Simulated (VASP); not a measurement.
Wanted: the native input for a VASP 6.6.1 run.

```yaml
Task: relaxation of cell and atoms
Functional: PBE
Potentials_or_basis: VASP PAW PBE potentials, release 64 (Si, C)
Cutoff: 600 eV
k_mesh: 12 × 12 × 1
Occupations: gaussian, width 0.1 eV
Spin: no spin polarisation
Dipole_correction: no
Further_INCAR_settings: ALGO = Normal; EDIFF = 1e-06; IBRION = 2; EDIFFG = -0.04; NSW = 90; ISIF = 3
```

The structure of SiC2 lies in POSCAR:

```
SiC2
1.0
    2.0843654100      0.0000000000      0.0000000000
   -1.0421827000      1.8051134000      0.0000000000
    0.0000000000      0.0000000000     21.7005186200
Si C
2 4
Direct
    0.3333333300      0.6666666700      0.5000000000
    0.6666666700      0.3333333300      0.5000000000
    0.3333333300      0.6666666700      0.8333333300
    0.3333333300      0.6666666700      0.1666666700
    0.6666666700      0.3333333300      0.8333333300
    0.6666666700      0.3333333300      0.1666666700
```

These files were run (other wordings do the same):

INCAR

```
  ALGO = Normal
  EDIFF = 1E-6
  EDIFFG = -0.04
  ENCUT = 600
  GGA = PE
  IBRION = 2
  ISIF = 3
  ISMEAR = 0
  LASPH = T
  LCHARG = F
  LREAL = F
  LWAVE = F
  NELM = 100
  NSW = 90
  PREC = Accurate
  SIGMA = 0.1
```

KPOINTS

```
k-points
0
Gamma
  12 12 1
```

Potentials or basis: VASP PAW PBE potentials, release 64 (Si, C).

Command:

```bash
$ cat potpaw_PBE.64/Si/POTCAR potpaw_PBE.64/C/POTCAR > POTCAR
$ mpirun -np 1 vasp_std > vasp.out
```

It gave:

| Quantity | Value |
| --- | --- |
| Relaxed volume | 19.68 Å³/atom |
| Relaxed cell | a = 3.171 Å, b = 3.171 Å, c = 13.562 Å, α = 90.00°, β = 90.00°, γ = 120.00° |
| Space group after relaxing (to 0.05 Å) | P6/mmm (No. 191) |
| Energy gained by relaxing | 15571.1 meV/atom |
| Ionic steps | 21 |
| Pressure after relaxing | -0.2 GPa |
| Band gap on the k mesh | zero (filled and empty bands touch) |

Caveat: the volume moved by over 15 % at a fixed basis, so the end points are rough; this functional lacks dispersion, which binds the layers, so the pressure and a relaxed spacing across them are unreliable.

Run time: 11 min on 1 thread of AMD EPYC 7R43 64-Core Processor (Zen 3), on a shared host, peak memory 0.2 GiB.
